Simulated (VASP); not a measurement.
Al5Rh, 6 atoms in the cell. It takes space group F-43m (No. 216, cubic). Conventional cell: a = 7.038 Å, b = 7.038 Å, c = 7.038 Å, α = 90.00°, β = 90.00°, γ = 90.00°. Al (site symmetry 3m) has 9 Al at 2.48 to 2.92 Å and 3 Rh at 2.92 Å within 3.3 Å. Al (site symmetry -43m) has 12 Al at 2.92 Å and 4 Rh at 3.05 Å within 3.8 Å. Within 3.8 Å of Rh (site symmetry -43m) lie 16 Al at 2.92 to 3.05 Å. The cell was built from a structure type or drawn by symmetry, and may not be a known phase.

- Program: VASP 6.6.1
- Task: relaxation of cell and atoms
- Functional: PBE
- Potentials or basis: VASP PAW PBE potentials, release 64 (Al, Rh_pv)
- Cutoff: 600 eV
- k mesh: 4 × 4 × 4
- Occupations: gaussian, width 0.1 eV
- Spin: no spin polarisation
- Dipole correction: no
- Further INCAR settings: ALGO = Normal; EDIFF = 1e-06; IBRION = 2; EDIFFG = -0.04; NSW = 90; ISIF = 3

Potentials or basis: VASP PAW PBE potentials, release 64 (Al, Rh_pv).

Launch:

```sh
$ cat potpaw_PBE.64/Al/POTCAR potpaw_PBE.64/Rh_pv/POTCAR > POTCAR
$ mpirun -np 1 vasp_std > vasp.out
```

Hardware: 1 thread of Intel Xeon 8259CL, on a shared host.

Estimate the wall time of this run.

Wall time 110 s on 1 thread of Intel Xeon 8259CL, with other jobs on the host, peak memory 0.25 GiB. Counts: scf iterations 38, k points 8, ion steps 3.
